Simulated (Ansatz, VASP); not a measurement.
# One calculation of MgS, two programs

```
CELL_PARAMETERS angstrom
0.00000 2.60152 2.60152
2.60152 0.00000 2.60152
2.60152 2.60152 0.00000
ATOMIC_POSITIONS crystal
Mg 0.00000 0.00000 0.00000
S 0.50000 0.50000 0.50000
```

Alike in both runs: task single point; functional PBEsol; k mesh 6 × 6 × 6; occupations methfessel-paxton of order 1, width 0.5 eV; no spin polarisation.

|  | VASP | Ansatz |
| --- | --- | --- |
| version | VASP 6.6.1 | Ansatz 0.2.0 |
| potentials or method | VASP PAW PBE potentials, release 64 (Mg, S) | plane waves |
| plane-wave cutoff (eV) | 600 | 420 |
| valence electrons in the cell | 8 | 16 |

Ansatz gave:

```
pressure (GPa) : -0.9
```

Question: What did VASP give for the same quantities?

Answer: Pressure (GPa): -1.2.

VASP's potentials were made for PBE, not for PBEsol. VASP's potentials hold 8 valence electrons a cell and Ansatz's 16, so a difference there can come from the potentials and not from the codes.
